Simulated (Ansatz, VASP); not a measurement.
CdS in VASP and in Ansatz

```
CELL_PARAMETERS angstrom
0.00000 2.91650 2.91650
2.91650 0.00000 2.91650
2.91650 2.91650 0.00000
ATOMIC_POSITIONS crystal
Cd 0.95500 0.01500 0.01500
S 0.29500 0.23500 0.23500
```

Change from the starting cell: shortest bond scaled by 0.88, PAW files.

Alike in both runs: task electric field gradients; functional PBEsol; k mesh 7 × 7 × 7; occupations fermi-dirac, width 0.03 eV; no spin polarisation.

|  | VASP | Ansatz |
| --- | --- | --- |
| version | VASP 6.6.1 | Ansatz 0.2.0 |
| potentials or method | VASP PAW PBE potentials, release 64 (Cd, S) | PAW with Ansatz's default frozen-core files, scalar-relativistic |
| plane-wave cutoff (eV) | 520 | 420 |
| valence electrons in the cell | 18 | 26 |

|  | VASP | Ansatz | Ansatz less VASP |
| --- | --- | --- | --- |
| pressure (GPa) | 3.5 | 3.0 | -0.48 |
| traceless stress, the component that is largest in VASP (GPa) | -6.59 | -6.37 | +0.225 |
| rms of the force components (eV/Å) | 1.763 | 1.714 | -0.0486 |
| size of Vzz on the site where it differs most (V/Å²) | 174.7 | 144.4 | -30.32 |

VASP's potentials were made for PBE, not for PBEsol. Atom by atom the forces differ by 0.049 eV/Å (rms over components). With one functional, cell and mesh, what is left measures potentials, basis and numerics. VASP's potentials hold 18 valence electrons a cell and Ansatz's 26, so a difference there can come from the potentials and not from the codes.
